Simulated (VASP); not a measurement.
Set up this calculation in VASP 6.6.1, as the native input.

* Task: single point
* Functional: r2SCAN
* Potentials or basis: VASP PAW PBE potentials, release 64 (Cu)
* Cutoff: 660 eV
* k mesh: 13 × 13 × 13
* Occupations: fermi-dirac, width 0.05 eV
* Spin: no spin polarisation
* Dipole correction: no
* Further INCAR settings: ALGO = Normal; EDIFF = 1e-06; NBANDS = 12

Crystal: Cu.

```xyz
1
Lattice="0.0000 1.7317 1.7317 1.7317 0.0000 1.7317 1.7317 1.7317 0.0000" Properties=species:S:1:pos:R:3 pbc="T T T"
Cu    0.0000    0.0000    0.0000
```

One way to write it, as run:

POSCAR

```
Cu
1.0
    0.0000000000      1.7316817900      1.7316817900
    1.7316817900      0.0000000000      1.7316817900
    1.7316817900      1.7316817900      0.0000000000
Cu
1
Direct
    0.0000000000      0.0000000000      0.0000000000
```

INCAR.step1

```
SYSTEM = Cu
PREC     = Accurate       ! precision mode
ENCUT    = 660            ! plane-wave cutoff, eV
ISMEAR   = -1             ! smearing method
SIGMA    = 0.05           ! smearing width, eV
LREAL    = .FALSE.        ! projectors in reciprocal space
LASPH    = .TRUE.         ! aspherical terms in the spheres
NELM     = 120            ! most SCF steps
NBANDS   = 12             ! bands
GGA      = PE             ! functional
ALGO     = Normal         ! electronic algorithm
EDIFF    = 1E-5           ! SCF threshold, eV
LWAVE    = .TRUE.         ! write WAVECAR
LCHARG   = .FALSE.        ! write CHGCAR
GGA_COMPAT= .FALSE.
```

INCAR.step2

```
SYSTEM = Cu
PREC     = Accurate       ! precision mode
ENCUT    = 660            ! plane-wave cutoff, eV
EDIFF    = 1E-6           ! SCF threshold, eV
ISMEAR   = -1             ! smearing method
SIGMA    = 0.05           ! smearing width, eV
LREAL    = .FALSE.        ! projectors in reciprocal space
LASPH    = .TRUE.         ! aspherical terms in the spheres
NELM     = 120            ! most SCF steps
ALGO     = Normal         ! electronic algorithm
ISIF     = 2              ! what is computed and relaxed
LWAVE    = .FALSE.        ! write WAVECAR
LCHARG   = .FALSE.        ! write CHGCAR
METAGGA  = R2SCAN         ! meta-GGA
LMIXTAU  = .TRUE.       
NBANDS   = 12             ! bands
ISTART   = 1            
GGA_COMPAT= .FALSE.
```

KPOINTS

```
Automatic mesh
0
G
  13 13 13
  0 0 0
```

Potentials or basis: VASP PAW PBE potentials, release 64 (Cu).

Command:

```bash
$ cat potpaw_PBE.64/Cu/POTCAR > POTCAR
$ cp INCAR.step1 INCAR
$ mpirun -np 1 vasp_std > vasp.out
$ cp INCAR.step2 INCAR
$ mpirun -np 1 vasp_std > vasp.out
```

It gave:

```
Pressure               : 20.6 GPa
Band gap on the k mesh : zero (an odd number of electrons rules out a gap without spin polarisation)
```

Caveat: the cell stands under pressure; the PAW data sets were made with another functional, which shifts forces and pressure a little.

Wall time 96 s on 1 thread of Intel Xeon 8259CL, with other jobs on the host, peak memory 0.15 GiB.
